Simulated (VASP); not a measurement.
# Te2Mo (P2_1/m) in VASP: relaxation of cell and atoms with rev-vdW-DF2

Aim: the relaxation of cell and atoms of Te2Mo with rev-vdW-DF2.

All numbers are computed with VASP 6.6.1; they aren't measurements. Logs are shortened: lines on timing, memory, paths and dates and some standing lists are left out, and cuts for length are marked.

### Step 1. The cell of the first run

The structure is monoclinic, space group P2_1/m (No. 11). Conventional cell: a = 6.330 Å, b = 3.469 Å, c = 13.860 Å, α = 90.00°, β = 93.92°, γ = 90.00°. Within 3.7 Å of Te (site symmetry m) lie 3 Mo at 2.70 to 2.71 Å and 6 Te at 3.47 to 3.70 Å. Te (site symmetry m) has 3 Mo at 2.79 to 2.82 Å and 8 Te at 3.47 to 3.67 Å within 3.7 Å. Within 3.7 Å of Te (site symmetry m) lie 3 Mo at 2.70 Å and 6 Te at 3.47 to 3.67 Å. Te (site symmetry m) has 3 Mo at 2.79 to 2.81 Å and 8 Te at 3.47 to 3.70 Å within 3.7 Å. Mo (site symmetry m) has 6 Te at 2.70 to 2.81 Å and 4 Mo at 2.90 to 3.47 Å within 3.6 Å. Mo (site symmetry m) has 6 Te at 2.70 to 2.82 Å and 4 Mo at 2.89 to 3.47 Å within 3.6 Å.

### Step 2. Relaxation of cell and atoms, rev-vdW-DF2, target pressure 1.5 GPa, at which the enthalpy is minimised

Input file INCAR:

```
PREC = Accurate ; ENCUT = 600
EDIFF = 1E-6 ; ISMEAR = 0
SIGMA = 0.03 ; LREAL = False
LASPH = True ; NELM = 80
ALGO = Normal ; ISIF = 3
LWAVE = False ; LCHARG = False
GGA = MK ; LUSE_VDW = True
AGGAC = 0.0 ; PARAM1 = 0.1234
PARAM2 = 0.711357 ; ZAB_VDW = -1.8867
IBRION = 2 ; NSW = 90
EDIFFG = -0.01 ; PSTRESS = 15.0
KPAR = 4
```

Input file KPOINTS:

```
regular mesh
0
Gamma
  4 8 2
```

Input file POSCAR:

```
Te2Mo
1.0
    6.3300000000      0.0000000000      0.0000000000
    0.0000000000      3.4690000000      0.0000000000
   -0.9467947088      0.0000000000     13.8276237937
Te Mo
8 4
Direct
    0.5568000000      0.7500000000      0.3516000000
    0.4432000000      0.2500000000      0.6484000000
    0.5888000000      0.2500000000      0.1045000000
    0.4112000000      0.7500000000      0.8955000000
    0.0970000000      0.7500000000      0.1486000000
    0.9030000000      0.2500000000      0.8514000000
    0.0563000000      0.2500000000      0.3955000000
    0.9437000000      0.7500000000      0.6045000000
    0.3181000000      0.7500000000      0.5066000000
    0.6819000000      0.2500000000      0.4934000000
    0.1833000000      0.2500000000      0.0074000000
    0.8167000000      0.7500000000      0.9926000000
```

Potentials or basis: VASP PAW PBE potentials, release 64 (Te, Mo_sv).

Started as:

```bash
> cat potpaw_PBE.64/Te/POTCAR potpaw_PBE.64/Mo_sv/POTCAR > POTCAR
> mpirun -np 4 vasp_std > vasp.out
```

OUTCAR:

```text
PREC = Accurate
   ENCUT = 600
   EDIFF = 1E-6
   ISMEAR = 0
   LREAL = False
   LASPH = True
   NELM = 80
   ISIF = 3
   GGA = MK
   IBRION = 2
   NSW = 90
   EDIFFG = -0.01
   PSTRESS = 15.0

 ion  position               nearest neighbor table
   1  0.557  0.750  0.352-  10 2.70  10 2.70   9 2.71   7 3.62   7 3.62
   2  0.443  0.250  0.648-   9 2.70   9 2.70  10 2.71   8 3.62   8 3.62
   3  0.589  0.250  0.105-  12 2.79  12 2.79  11 2.82   4 3.50   4 3.50   5 3.65   5 3.65   5 3.67
                             5 3.67
   4  0.411  0.750  0.895-  11 2.79  11 2.79  12 2.82   3 3.50   3 3.50   6 3.65   6 3.65   6 3.67
                             6 3.67
   5  0.097  0.750  0.149-  11 2.70  11 2.70  12 2.70   3 3.65   3 3.65   3 3.67   3 3.67
   6  0.903  0.250  0.851-  12 2.70  12 2.70  11 2.70   4 3.65   4 3.65   4 3.67   4 3.67
   7  0.056  0.250  0.395-   9 2.79   9 2.79  10 2.81   8 3.49   8 3.49   1 3.62   1 3.62
   8  0.944  0.750  0.605-  10 2.79  10 2.79   9 2.81   7 3.49   7 3.49   2 3.62   2 3.62
   9  0.318  0.750  0.507-   2 2.70   2 2.70   1 2.71   7 2.79   7 2.79   8 2.81  10 2.90  10 2.90

  10  0.682  0.250  0.493-   1 2.70   1 2.70   2 2.71   8 2.79   8 2.79   7 2.81   9 2.90   9 2.90

  11  0.183  0.250  0.007-   5 2.70   5 2.70   6 2.70   4 2.79   4 2.79   3 2.82  12 2.89  12 2.89

  12  0.817  0.750  0.993-   6 2.70   6 2.70   5 2.70   3 2.79   3 2.79   4 2.82  11 2.89  11 2.89

  LATTYP: Found a simple monoclinic cell.
 ALAT       =     6.3300000000
 B/A-ratio  =     0.5480252765
 C/A-ratio  =     2.1895734597
 COS(beta)  =    -0.0683113066

  Lattice vectors:

 A1 = (   6.3300000000,   0.0000000000,   0.0000000000)
 A2 = (   0.0000000000,   3.4690000000,   0.0000000000)
 A3 = (  -0.9467947088,   0.0000000000,  13.8276237937)

Analysis of symmetry for initial positions (statically):
=====================================================================
 Subroutine PRICEL returns:
 Original cell was already a primitive cell.

 Routine SETGRP: Setting up the symmetry group for a
 simple monoclinic supercell.

 Subroutine GETGRP returns: Found  4 space group operations
 (whereof  2 operations were pure point group operations)
 out of a pool of  4 trial point group operations.

The static configuration has the point symmetry S_2 .
 The point group associated with its full space group is C_2h.

Analysis of symmetry for dynamics (positions and initial velocities):
=====================================================================
 Subroutine PRICEL returns:
 Original cell was already a primitive cell.

 Routine SETGRP: Setting up the symmetry group for a
 simple monoclinic supercell.

 Subroutine GETGRP returns: Found  4 space group operations
 (whereof  2 operations were pure point group operations)
 out of a pool of  4 trial point group operations.

The dynamic configuration has the point symmetry S_2 .
 The point group associated with its full space group is C_2h.

 Subroutine INISYM returns: Found  4 space group operations
 (whereof  2 operations are pure point group operations),
 and found     1 'primitive' translations

----------------------------------------------------------------------------------------

                                     Primitive cell

  volume of cell :     303.6376

  direct lattice vectors                    reciprocal lattice vectors
     6.330000000  0.000000000  0.000000000     0.157977883  0.000000000  0.010816943
     0.000000000  3.469000000  0.000000000     0.000000000  0.288267512  0.000000000
    -0.946794709  0.000000000 13.827623794     0.000000000  0.000000000  0.072319005

  length of vectors
     6.330000000  3.469000000 13.860000000     0.158347775  0.288267512  0.072319005

  position of ions in fractional coordinates (direct lattice)
     0.556800000  0.750000000  0.351600000
     0.443200000  0.250000000  0.648400000
     0.588800000  0.250000000  0.104500000
     0.411200000  0.750000000  0.895500000
     0.097000000  0.750000000  0.148600000
     0.903000000  0.250000000  0.851400000
     0.056300000  0.250000000  0.395500000
     0.943700000  0.750000000  0.604500000
     0.318100000  0.750000000  0.506600000
     0.681900000  0.250000000  0.493400000
     0.183300000  0.250000000  0.007400000
     0.816700000  0.750000000  0.992600000

  ion indices of the primitive-cell ions
   primitive index   ion index
                 1           1
                 2           2
                 3           3
                 4           4
                 5           5
                 6           6
                 7           7
                 8           8
                 9           9
                10          10
                11          11
                12          12

----------------------------------------------------------------------------------------

 KPOINTS: regular mesh

Automatic generation of k-mesh.
 Grid dimensions read from file:
 generate k-points for:    4    8    2

 Generating k-lattice:

  Cartesian coordinates                     Fractional coordinates (reciprocal lattice)
     0.039494471  0.000000000  0.002704236     0.250000000  0.000000000  0.000000000
     0.000000000  0.036033439  0.000000000     0.000000000  0.125000000  0.000000000
     0.000000000  0.000000000  0.036159503     0.000000000  0.000000000  0.500000000

  Length of vectors
     0.039586944  0.036033439  0.036159503

  Shift w.r.t. Gamma in fractional coordinates (k-lattice)
     0.000000000  0.000000000  0.000000000

 Subroutine IBZKPT returns following result:
 ===========================================

 Found     30 irreducible k-points:

 Following reciprocal coordinates:
            Coordinates               Weight
  0.000000  0.000000  0.000000      1.000000
  0.250000  0.000000  0.000000      2.000000
  0.500000  0.000000  0.000000      1.000000
  0.000000  0.125000  0.000000      2.000000
  0.250000  0.125000  0.000000      4.000000
  0.500000  0.125000  0.000000      2.000000
[... 16 lines left out ...]
  0.250000  0.250000  0.500000      4.000000
  0.500000  0.250000  0.500000      2.000000
 [... further k-points ...]
   k-points           NKPTS =     30   k-points in BZ     NKDIM =     30   number of bands    NBANDS=     62
   number of dos      NEDOS =    301   number of ions     NIONS =     12
   total plane-waves  NPLWV = 169344
   dimension x,y,z NGX =    54 NGY =   28 NGZ =  112
   dimension x,y,z NGXF=   108 NGYF=   56 NGZF=  224
   ions per type =               8   4
   NGX,Y,Z   is equivalent  to a cutoff of  14.18, 13.42, 13.43 a.u.
   NGXF,Y,Z  is equivalent  to a cutoff of  28.36, 26.84, 26.87 a.u.
 SYSTEM =  unknown system
   PREC   = accura    normal or accurate (medium, high low for compatibility)
   ISTART =      0    job   : 0-new  1-cont  2-samecut
   ICHARG =      2    charge: 1-file 2-atom 10-const
   ISPIN  =      1    spin polarized calculation?
   LNONCOLLINEAR =      F non collinear calculations
   LSORBIT =      F    spin-orbit coupling
   LASPH  =      T    aspherical Exc in radial PAW
   ENCUT  =  600.0 eV  44.10 Ry    6.64 a.u.  12.64  6.93 27.68*2*pi/ulx,y,z
   NELM   =     80;   NELMIN=  2; NELMDL= -5     # of ELM steps
   EDIFF  = 0.1E-05   stopping-criterion for ELM
   LREAL  =      F    real-space projection
   EDIFFG = -.1E-01   stopping-criterion for IOM
   NSW    =     90    number of steps for IOM
   IBRION =      2    ionic relax: 0-MD 1-quasi-New 2-CG
   NFREE  =      1    steps in history (QN), initial steepest desc. (CG)
   ISIF   =      3    stress and relaxation
   ISYM   =      2    0-nonsym 1-usesym 2-fastsym
   POTIM  = 0.5000    time-step for ionic-motion
   TEBEG  =    0.0;   TEEND  =   0.0 temperature during run
   PSTRESS=   15.0 pullay stress
   NELECT =     104.0000    total number of electrons
   NUPDOWN=      -1.0000    fix difference up-down
   EMIN   =  10.00;   EMAX   =-10.00  energy-range for DOS
   EFERMI =   0.00;   METHOD = LEGACY
   ISMEAR =     0;   SIGMA  =   0.03  broadening in eV -4-tet -1-fermi 0-gaus
   EFERMI_NEDOS =   21; number of points for ismear=-14 and -15
   IALGO  =     38    algorithm
   IMIX   =      4    mixing-type and parameters
     AMIX     =   0.40;   BMIX     =  1.00
     AMIX_MAG =   1.60;   BMIX_MAG =  1.00
  volume/ion in A,a.u.               =      25.30       170.75
  Fermi-wavevector in a.u.,A,eV,Ry     =   1.145427  2.164543 17.850885  1.312003
  Thomas-Fermi vector in A             =   2.282115
   LORBIT       =      0    0 simple, 1 ext, 2 COOP (PROOUT), +10 PAW based schemes
   GGA     = MK    functional components
   LHFCALC =     F    Hartree Fock is set to
   AEXX    =    0.0000 exact exchange contribution
   IVDW_NL    =     1    kernel type
   BPARAM     = 6.3000
   IVDW    =     0    specifies the selected vdW correction
   LEPSILON=     F    determine dielectric tensor
   LRPA    =     F    only Hartree local field effects (RPA)
 conjugate gradient relaxation of ions
 non-spin polarized calculation
 Gauss-broadening in eV      SIGMA  =   0.03
  energy-cutoff  :      600.00
  volume of cell :      303.64
 maximum number of plane-waves:     10184
 NGX is ok and might be reduce to    54
   NGX = 25   NGY = 13   NGZ = 55

--------------------------------------- Ionic step        1  -------------------------------------------

 number of electron     104.0000002 magnetization

 Free energy of the ion-electron system (eV)
  ---------------------------------------------------
  ext. energy  EPLUGINS =         0.00000000
  ---------------------------------------------------
  free energy    TOTEN  =       -48.47599469 eV

  energy without entropy =      -48.47334258  energy(sigma->0) =      -48.47466864

------------------------ aborting loop because EDIFF is reached ----------------------------------------

  FORCE on cell =-STRESS in cart. coord.  units (eV):
  Direction    XX          YY          ZZ          XY          YZ          ZX
  --------------------------------------------------------------------------------------
  -------------------------------------------------------------------------------------
  Total        2.4875094      2.3677384      2.0968061      0.0000000      0.0000000      0.1415335
  in kB       13.1256174     12.4936325     11.0640288      0.0000000      0.0000000      0.7468169
  external PRESSURE =      -2.7722404 kB  Pullay stress =      15.0000000 kB
[... 131 lines left out ...]
  energy  without entropy=      -48.4570833499  energy(sigma->0) =      -48.45865025

  enthalpy is  TOTEN    =       -45.6535626483 eV   P V=        2.8066544995

Total vdW correction in eV:     14.9004580

[... ionic steps 4 to 18 ...]

--------------------------------------- Ionic step       19  -------------------------------------------

 number of electron     103.9999999 magnetization

------------------------ aborting loop because EDIFF is reached ----------------------------------------

  FORCE on cell =-STRESS in cart. coord.  units (eV):
  Direction    XX          YY          ZZ          XY          YZ          ZX
  --------------------------------------------------------------------------------------
  -------------------------------------------------------------------------------------
  Total        2.8056263      2.8221166      2.8235710      0.0000000      0.0000000     -0.0062138
  in kB       15.2429969     15.3325891     15.3404906      0.0000000      0.0000000     -0.0337597
  external PRESSURE =       0.3053589 kB  Pullay stress =      15.0000000 kB
[... 85 lines left out ...]
Total vdW correction in eV:     14.7978327

--------------------------------------- Ionic step       21  -------------------------------------------

 number of electron     103.9999999 magnetization

 Free energy of the ion-electron system (eV)
  ---------------------------------------------------
  ext. energy  EPLUGINS =         0.00000000
  ---------------------------------------------------
  free energy    TOTEN  =       -48.45613399 eV

  energy without entropy =      -48.45346514  energy(sigma->0) =      -48.45479956

 E-fermi :   8.6047     XC(G=0): -10.5837

 val. band max:        8.6028434131   @ k =   0.5000   0.0000   0.5000
 cond. band min:       8.6181157265   @ k =   0.5000   0.0000   0.5000
 fundamental gap:      0.0152723134
 Fermi energy:         8.6046558770

 k-point     1 :       0.0000    0.0000    0.0000
  band No.  band energies     occupation
      1     -52.5203      2.00000
      2     -52.4900      2.00000
      3     -52.4567      2.00000
      4     -52.4291      2.00000
      5     -26.8076      2.00000
      6     -26.7742      2.00000
[... 1549 lines left out ...]
     61      10.4639      0.00000
     62      10.5450      0.00000

 [... further k-points ...]

------------------------ aborting loop because EDIFF is reached ----------------------------------------

  FORCE on cell =-STRESS in cart. coord.  units (eV):
  Direction    XX          YY          ZZ          XY          YZ          ZX
  --------------------------------------------------------------------------------------
  -------------------------------------------------------------------------------------
  Total        2.8111696      2.7339422      2.7076498      0.0000000      0.0000000      0.0339418
  in kB       15.2553249     14.8362363     14.6935555      0.0000000      0.0000000      0.1841911
  external PRESSURE =      -0.0716277 kB  Pullay stress =      15.0000000 kB
[... 31 lines left out ...]
  energy  without entropy=      -48.4534651387  energy(sigma->0) =      -48.45479956

  enthalpy is  TOTEN    =       -45.6920142489 eV   P V=        2.7641197373

Total vdW correction in eV:     14.7994595

 reached required accuracy - stopping structural energy minimisation
```

Wall time 1.6 h (4 MPI ranks of Intel Xeon Platinum 8559C (Emerald Rapids), shared host); peak memory 1.6 GiB.

What came out:

- Free energy: -48.4561 eV
- Relaxed volume: 24.60 Å³/atom
- Relaxed cell: a = 6.330 Å, b = 3.490 Å, c = 13.396 Å, α = 90.00°, β = 93.92°, γ = 90.00°
- Space group after relaxing (to 0.1 Å): P2_1/m (No. 11)
- Energy change on relaxing (the run minimises the enthalpy): +1.7 meV/atom
- Ionic steps: 21
- Pressure after relaxing: 1.5 GPa
- Largest force after relaxing: 0.010 eV/Å
- Band gap on the k mesh: zero (bands 52 and 53 overlap by 0.43 eV)

Forces on the atoms (eV/Å):
```
Te   0.007  0.000  0.003
Te  -0.007  0.000 -0.003
Te  -0.009  0.000 -0.004
Te   0.009  0.000  0.004
Te   0.001  0.000  0.004
Te  -0.001  0.000 -0.004
Te   0.004  0.000  0.001
Te  -0.004  0.000 -0.001
Mo   0.001  0.000  0.003
Mo  -0.001  0.000 -0.003
Mo   0.006  0.000  0.004
Mo  -0.006  0.000 -0.004
```

The path:
```csv
step,energy change (eV),largest force (eV/Å),pressure (GPa),volume (Å³)
1,0.0000,0.2260,1.22,303.64
2,0.0032,0.2158,1.59,301.72
3,0.0158,0.2486,1.91,299.78
4,0.0049,0.1514,1.48,300.02
5,-0.0006,0.1112,0.99,300.29
6,0.0030,0.0813,1.08,299.12
7,0.0266,0.1885,1.49,295.61
8,0.0290,0.1018,1.66,294.73
9,0.0354,0.0846,1.82,293.93
10,0.0237,0.0617,1.31,295.02
11,0.0262,0.0629,1.44,294.72
12,0.0269,0.0348,1.52,294.58
13,0.0273,0.0322,1.55,294.53
14,0.0253,0.0177,1.50,294.71
15,0.0242,0.0237,1.47,294.82
16,0.0238,0.0256,1.46,294.86
17,0.0248,0.0172,1.54,294.74
18,0.0250,0.0182,1.54,294.73
19,0.0232,0.0166,1.53,294.90
20,0.0206,0.0223,1.48,295.17
21,0.0199,0.0099,1.49,295.24
```

Final structure:
```
CELL_PARAMETERS angstrom
6.32972 0.00000 0.00710
0.00000 3.49020 0.00000
-0.93181 0.00000 13.36310
ATOMIC_POSITIONS crystal
Te 0.55886 0.75000 0.34580
Te 0.44114 0.25000 0.65420
Te 0.58897 0.25000 0.10620
Te 0.41103 0.75000 0.89380
Te 0.09638 0.75000 0.15457
Te 0.90362 0.25000 0.84543
Te 0.05531 0.25000 0.39346
Te 0.94469 0.75000 0.60654
Mo 0.32130 0.75000 0.50659
Mo 0.67870 0.25000 0.49341
Mo 0.18161 0.25000 0.00787
Mo 0.81839 0.75000 0.99213
```

Caveat: the cell is relaxed towards a set pressure, so the run minimises the enthalpy, not the energy; the PAW data sets were made with another functional, which shifts forces and pressure a little; spin-orbit coupling is left out, which moves the levels of the heavy elements.
